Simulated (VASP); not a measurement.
# TiH (I4mm) in VASP: notebook

TiH is run at these levels: LDA; tasks: single point.

Everything below comes from runs of VASP 6.6.1. Logs are shortened: lines on timing, memory, paths and dates and some standing lists are left out, and cuts for length are marked.

**1. The cell of the first run**

Symmetry: I4mm, No. 107, tetragonal system. The conventional cell has a = 2.901 Å, b = 2.901 Å, c = 3.912 Å, α = 90.00°, β = 90.00°, γ = 90.00°. Within 2.4 Å of Ti (site symmetry 4mm) lie 6 H at 1.77 to 2.14 Å. H (site symmetry 4mm) has 6 Ti at 1.77 to 2.14 Å within 2.4 Å.

**2. Single point, LDA (atoms displaced along a vibrational mode, the cell strained)**

Contents of INCAR:

```
SYSTEM = TiH
  PREC = Accurate
  ENCUT = 520
  EDIFF = 1E-6
  ISMEAR = 0
  SIGMA = 0.15
  LREAL = .FALSE.
  LASPH = .TRUE.
  NELM = 80
  ALGO = Normal
  ISIF = 2
  LWAVE = .FALSE.
  LCHARG = .FALSE.
  GGA = CA
  NBANDS = 14
```

Contents of KPOINTS:

```
Automatic mesh
0
G
  18 18 18
  0 0 0
```

Contents of POSCAR:

```
TiH
1.0
    0.0000000000      2.0516219871      2.0516219871
    1.9558112403      0.0000000000      2.0516219871
    1.9558112403      2.0516219871      0.0000000000
Ti H
1 1
Direct
   -0.0009545747      0.0009545747      0.0009545747
    0.5453299880      0.4546700120      0.4546700120
```

Potentials or basis: VASP PAW LDA potentials, release 64 (Ti_sv, H).

Started as:

```
cat potpaw_LDA.64/Ti_sv/POTCAR potpaw_LDA.64/H/POTCAR > POTCAR
mpirun -np 1 vasp_std > vasp.out
```

OUTCAR:

```text
SYSTEM = TiH
   PREC = Accurate
   ENCUT = 520
   EDIFF = 1E-6
   ISMEAR = 0
   LREAL = .FALSE.
   LASPH = .TRUE.
   NELM = 80
   ISIF = 2
   GGA = CA

 ion  position               nearest neighbor table
   1  0.999  0.001  0.001-   2 1.77
   2  0.545  0.455  0.455-   1 1.77

  LATTYP: Found a body centered tetragonal cell.
 ALAT       =     2.9014316390
 C/A-ratio  =     1.3481697890

  Lattice vectors:

 A1 = (  -1.9558112403,   0.0000000000,  -2.0516219871)
 A2 = (  -1.9558112403,   0.0000000000,   2.0516219871)
 A3 = (   1.9558112403,   2.0516219871,   0.0000000000)

Analysis of symmetry for initial positions (statically):
=====================================================================
 Subroutine PRICEL returns:
 Original cell was already a primitive cell.

 Routine SETGRP: Setting up the symmetry group for a
 body centered tetragonal supercell.

 Subroutine GETGRP returns: Found  8 space group operations
 (whereof  8 operations were pure point group operations)
 out of a pool of 16 trial point group operations.

The static configuration has the point symmetry C_4v.

Analysis of symmetry for dynamics (positions and initial velocities):
=====================================================================
 Subroutine PRICEL returns:
 Original cell was already a primitive cell.

 Routine SETGRP: Setting up the symmetry group for a
 body centered tetragonal supercell.

 Subroutine GETGRP returns: Found  8 space group operations
 (whereof  8 operations were pure point group operations)
 out of a pool of 16 trial point group operations.

The dynamic configuration has the point symmetry C_4v.

 Subroutine INISYM returns: Found  8 space group operations
 (whereof  8 operations are pure point group operations),
 and found     1 'primitive' translations

----------------------------------------------------------------------------------------

                                     Primitive cell

  volume of cell :      16.4646

  direct lattice vectors                    reciprocal lattice vectors
     0.000000000  2.051621987  2.051621987    -0.255648393  0.243709613  0.243709613
     1.955811240  0.000000000  2.051621987     0.255648393 -0.243709613  0.243709613
     1.955811240  2.051621987  0.000000000     0.255648393  0.243709613 -0.243709613

  length of vectors
     2.901431639  2.834492968  2.834492968     0.429121022  0.429121022  0.429121022

  position of ions in fractional coordinates (direct lattice)
     0.999045425  0.000954575  0.000954575
     0.545329988  0.454670012  0.454670012

  ion indices of the primitive-cell ions
   primitive index   ion index
                 1           1
                 2           2

----------------------------------------------------------------------------------------

 KPOINTS: Automatic mesh

Automatic generation of k-mesh.
 Grid dimensions read from file:
 generate k-points for:   18   18   18

 Generating k-lattice:

  Cartesian coordinates                     Fractional coordinates (reciprocal lattice)
    -0.014202688  0.013539423  0.013539423     0.055555556  0.000000000  0.000000000
     0.014202688 -0.013539423  0.013539423     0.000000000  0.055555556  0.000000000
     0.014202688  0.013539423 -0.013539423     0.000000000  0.000000000  0.055555556

  Length of vectors
     0.023840057  0.023840057  0.023840057

  Shift w.r.t. Gamma in fractional coordinates (k-lattice)
     0.000000000  0.000000000  0.000000000

 Subroutine IBZKPT returns following result:
 ===========================================

 Found    480 irreducible k-points:

 Following reciprocal coordinates:
            Coordinates               Weight
  0.000000  0.000000  0.000000      1.000000
  0.055556  0.000000  0.000000      8.000000
  0.111111  0.000000  0.000000      8.000000
  0.166667  0.000000  0.000000      8.000000
  0.222222  0.000000  0.000000      8.000000
  0.277778  0.000000  0.000000      8.000000
[... 16 lines left out ...]
 -0.277778  0.055556 -0.000000     16.000000
 -0.222222  0.055556 -0.000000     16.000000
 [... further k-points ...]
   k-points           NKPTS =    480   k-points in BZ     NKDIM =    480   number of bands    NBANDS=     14
   number of dos      NEDOS =    301   number of ions     NIONS =      2
   total plane-waves  NPLWV =  13824
   dimension x,y,z NGX =    24 NGY =   24 NGZ =   24
   dimension x,y,z NGXF=    48 NGYF=   48 NGZF=   48
   ions per type =               1   1
   NGX,Y,Z   is equivalent  to a cutoff of  13.75, 14.08, 14.08 a.u.
   NGXF,Y,Z  is equivalent  to a cutoff of  27.50, 28.15, 28.15 a.u.
 SYSTEM =  TiH
   PREC   = accura    normal or accurate (medium, high low for compatibility)
   ISTART =      0    job   : 0-new  1-cont  2-samecut
   ICHARG =      2    charge: 1-file 2-atom 10-const
   ISPIN  =      1    spin polarized calculation?
   LNONCOLLINEAR =      F non collinear calculations
   LSORBIT =      F    spin-orbit coupling
   LASPH  =      T    aspherical Exc in radial PAW
   ENCUT  =  520.0 eV  38.22 Ry    6.18 a.u.   5.39  5.27  5.27*2*pi/ulx,y,z
   NELM   =     80;   NELMIN=  2; NELMDL= -5     # of ELM steps
   EDIFF  = 0.1E-05   stopping-criterion for ELM
   LREAL  =      F    real-space projection
   EDIFFG = 0.1E-04   stopping-criterion for IOM
   NSW    =      0    number of steps for IOM
   IBRION =     -1    ionic relax: 0-MD 1-quasi-New 2-CG
   NFREE  =      0    steps in history (QN), initial steepest desc. (CG)
   ISIF   =      2    stress and relaxation
   ISYM   =      2    0-nonsym 1-usesym 2-fastsym
   POTIM  = 0.5000    time-step for ionic-motion
   TEBEG  =    0.0;   TEEND  =   0.0 temperature during run
   PSTRESS=    0.0 pullay stress
   NELECT =      13.0000    total number of electrons
   NUPDOWN=      -1.0000    fix difference up-down
   EMIN   =  10.00;   EMAX   =-10.00  energy-range for DOS
   EFERMI =   0.00;   METHOD = LEGACY
   ISMEAR =     0;   SIGMA  =   0.15  broadening in eV -4-tet -1-fermi 0-gaus
   EFERMI_NEDOS =   21; number of points for ismear=-14 and -15
   IALGO  =     38    algorithm
   IMIX   =      4    mixing-type and parameters
     AMIX     =   0.40;   BMIX     =  1.00
     AMIX_MAG =   1.60;   BMIX_MAG =  1.00
  volume/ion in A,a.u.               =       8.23        55.55
  Fermi-wavevector in a.u.,A,eV,Ry     =   1.513115  2.859374 31.150790  2.289518
  Thomas-Fermi vector in A             =   2.622950
   LORBIT       =      0    0 simple, 1 ext, 2 COOP (PROOUT), +10 PAW based schemes
   GGA     = CA    functional components
   LHFCALC =     F    Hartree Fock is set to
   AEXX    =    0.0000 exact exchange contribution
   IVDW    =     0    specifies the selected vdW correction
   LEPSILON=     F    determine dielectric tensor
   LRPA    =     F    only Hartree local field effects (RPA)
 non-spin polarized calculation
 Gauss-broadening in eV      SIGMA  =   0.15
  energy-cutoff  :      520.00
  volume of cell :       16.46
 maximum number of plane-waves:       457
 NGX is ok and might be reduce to    24
   NGX = 11   NGY = 11   NGZ = 11

 number of electron      13.0000002 magnetization

 Free energy of the ion-electron system (eV)
  ---------------------------------------------------
  ext. energy  EPLUGINS =         0.00000000
  ---------------------------------------------------
  free energy    TOTEN  =       -12.77476686 eV

  energy without entropy =      -12.75338653  energy(sigma->0) =      -12.76407669

 E-fermi :   9.6937     XC(G=0): -12.6953

 val. band max:        9.6911486108   @ k =  -0.4444   0.3889   0.1111
 cond. band min:       9.6943524230   @ k =   0.4444   0.1667   0.0556
 fundamental gap:      0.0032038123
 Fermi energy:         9.6937160205

 k-point     1 :       0.0000    0.0000    0.0000
  band No.  band energies     occupation
      1     -46.1629      2.00000
      2     -22.3767      2.00000
      3     -22.3340      2.00000
      4     -22.3340      2.00000
      5      -0.1070      2.00000
      6      10.2520      0.00000
      7      10.2520      0.00000
      8      10.7124      0.00000
      9      11.8628      0.00000
     10      12.1550      0.00000
     11      21.3465      0.00000
     12      24.9230      0.00000
     13      26.6638      0.00000
     14      26.6638      0.00000

 k-point     2 :       0.0556    0.0000    0.0000
  band No.  band energies     occupation
      1     -46.1577      2.00000
      2     -22.3934      2.00000
      3     -22.3486      2.00000
      4     -22.3381      2.00000
      5      -0.0102      2.00000
      6      10.2143      0.00000
      7      10.2906      0.00000
      8      10.7116      0.00000
      9      11.8323      0.00000
     10      12.1087      0.00000
     11      20.9703      0.00000
     12      25.0283      0.00000
     13      26.7724      0.00000
     14      26.7836      0.00000

 k-point     3 :       0.1111    0.0000    0.0000
  band No.  band energies     occupation
      1     -46.1429      2.00000
      2     -22.4668      2.00000
      3     -22.3649      2.00000
      4     -22.3499      2.00000
      5       0.2741      2.00000
      6      10.0492      0.00080
      7      10.3814      0.00000
      8      10.7481      0.00000
      9      11.7730      0.00000
     10      12.0014      0.00000
     11      20.1033      0.00000
     12      25.2503      0.00000
     13      27.0953      0.00000
     14      27.1208      0.00000

 k-point     4 :       0.1667    0.0000    0.0000
  band No.  band energies     occupation
      1     -46.1200      2.00000
      2     -22.5899      2.00000
      3     -22.3776      2.00000
      4     -22.3680      2.00000
      5       0.7286      2.00000
      6       9.7227      0.78445
      7      10.4438      0.00000
      8      10.8027      0.00000
      9      11.7832      0.00000
     10      11.9310      0.00000
     11      19.1333      0.00000
     12      25.2807      0.00000
     13      27.6141      0.00000
     14      27.6149      0.00000

 k-point     5 :       0.2222    0.0000    0.0000
  band No.  band energies     occupation
      1     -46.0917      2.00000
      2     -22.7406      2.00000
      3     -22.3910      2.00000
      4     -22.3900      2.00000
      5       1.3260      2.00000
      6       9.2629      1.99995
      7      10.3860      0.00000
      8      10.7644      0.00000
      9      11.9700      0.00000
     10      12.0247      0.00000
     11      18.2865      0.00000
[... 276 lines left out ...]
 k-point    22 :      -0.3333    0.0556    0.0000
  band No.  band energies     occupation
      1     -46.0212      2.00000
      2     -23.0884      2.00000
      3     -22.4644      2.00000
      4     -22.4181      2.00000
      5       3.1208      2.00000
      6       7.8589      2.00000
      7       9.9273      0.02764
      8      10.3873      0.00000
      9      12.5704      0.00000
     10      13.0905      0.00000
     11      17.3907      0.00000
     12      22.0757      0.00000
     13      27.7140      0.00000
     14      30.2755      0.00000

 k-point    23 :      -0.2778    0.0556   -0.0000
  band No.  band energies     occupation
      1     -46.0479      2.00000
      2     -22.9556      2.00000
      3     -22.4450      2.00000
      4     -22.4028      2.00000
      5       2.3560      2.00000
      6       8.5083      2.00000
      7      10.0882      0.00020
      8      10.5734      0.00000
      9      12.1727      0.00000
     10      12.7197      0.00000
     11      17.5676      0.00000
     12      23.2966      0.00000
     13      27.8095      0.00000
     14      29.8998      0.00000

 k-point    24 :      -0.2222    0.0556   -0.0000
  band No.  band energies     occupation
      1     -46.0775      2.00000
      2     -22.8053      2.00000
      3     -22.4217      2.00000
      4     -22.3870      2.00000
      5       1.6349      2.00000
      6       9.0905      2.00000
      7      10.2599      0.00000
      8      10.7621      0.00000
      9      11.8235      0.00000
     10      12.3598      0.00000
     11      18.0285      0.00000
     12      24.3774      0.00000
     13      27.6608      0.00000
     14      29.1497      0.00000

 [... further k-points ...]

------------------------ aborting loop because EDIFF is reached ----------------------------------------

  FORCE on cell =-STRESS in cart. coord.  units (eV):
  Direction    XX          YY          ZZ          XY          YZ          ZX
  --------------------------------------------------------------------------------------
  -------------------------------------------------------------------------------------
  Total        1.7268701      0.7390968      0.7390968      0.0000000      0.0000000      0.0000000
  in kB      168.0423085     71.9217589     71.9217589      0.0000000      0.0000000      0.0000000
  external PRESSURE =     103.9619421 kB  Pullay stress =       0.0000000 kB

 VOLUME and BASIS-vectors are now :
 -----------------------------------------------------------------------------
  energy-cutoff  :      520.00
  volume of cell :       16.46
      direct lattice vectors                 reciprocal lattice vectors
     0.000000000  2.051621987  2.051621987    -0.255648393  0.243709613  0.243709613
     1.955811240  0.000000000  2.051621987     0.255648393 -0.243709613  0.243709613
     1.955811240  2.051621987  0.000000000     0.255648393  0.243709613 -0.243709613

 POSITION                                       TOTAL-FORCE (eV/Angst)
 -----------------------------------------------------------------------------------
      0.00373      2.05162      2.05162        -1.287677      0.000000      0.000000
      1.77850      2.05162      2.05162         1.287677      0.000000      0.000000
 -----------------------------------------------------------------------------------
    total drift:                                0.000008     -0.000000     -0.000000

  FREE ENERGIE OF THE ION-ELECTRON SYSTEM (eV)
  ---------------------------------------------------
  free  energy   TOTEN  =       -12.7747668560 eV

  energy  without entropy=      -12.7533865278  energy(sigma->0) =      -12.76407669
```

Wall time 30 s (1 thread of Intel Xeon 6975P-C (Granite Rapids), shared host); peak memory 0.22 GiB.

What came out:

```yaml
Free_energy: -12.7748 eV
Pressure: 10.4 GPa
Largest_force: 1.288 eV/Å
Band_gap_on_the_k_mesh: zero (an odd number of electrons rules out a gap without spin polarisation)
```

Forces on the atoms (eV/Å):
```
Ti  -1.288  0.000  0.000
H    1.288  0.000  0.000
```

Caveat: the cell differs from its parent crystal (atoms displaced along a vibrational mode, the cell strained); the cell stands under pressure; forces of over 1 eV/Å act on the atoms, so gaps and moduli don't describe the material at rest.

[end of part 1 of 2]
